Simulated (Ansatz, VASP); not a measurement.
**GeSb4Te7 in VASP and in Ansatz**

```
CELL_PARAMETERS angstrom
4.31958 0.00000 0.00000
-2.15979 3.74086 0.00000
0.00000 0.00000 24.56135
ATOMIC_POSITIONS crystal
Ge 0.00000 0.00000 0.50000
Sb 0.66667 0.33333 0.91867
Sb 0.33333 0.66667 0.34870
Sb 0.33333 0.66667 0.08133
Sb 0.66667 0.33333 0.65130
Te 0.33333 0.66667 0.84908
Te 0.66667 0.33333 0.15092
Te 0.00000 0.00000 0.72061
Te 0.66667 0.33333 0.43094
Te 0.33333 0.66667 0.56906
Te 0.00000 0.00000 0.00000
Te 0.00000 0.00000 0.27939
```

Alike in both runs: functional PBE; k mesh 9 × 9 × 2; occupations gaussian, width 0.02 eV; no spin polarisation.

Ansatz relaxed the structure, and its values are those at the end. VASP's run is a single point on that final structure, the one shown.

```csv
,VASP,Ansatz
version,VASP 6.6.1,Ansatz 0.2.0
potentials or method,"VASP PAW PBE potentials, release 64 (Ge_d, Sb, Te), cutoff 520 eV","scalar-relativistic, plane waves, PAW"
valence electrons in the cell,76,186
```

|  | VASP | Ansatz | Ansatz less VASP |
| --- | --- | --- | --- |
| gap on the k mesh at the Fermi level (eV) | 0.36 | 0.36 | +0.008 |
| least direct gap on the mesh (eV) | 0.36 | 0.36 | +0.008 |
| pressure (GPa) | 0.0 | 0.0 | +0.01 |
| rms of the force components (eV/Å) | 0.009 | 0.001 | -0.0084 |

The functional is the same, so the differences come from potentials, cutoffs and numerics. VASP's potentials hold 76 valence electrons a cell and Ansatz's 186, so a difference there can come from the potentials and not from the codes.

Neither program's run includes spin-orbit coupling.
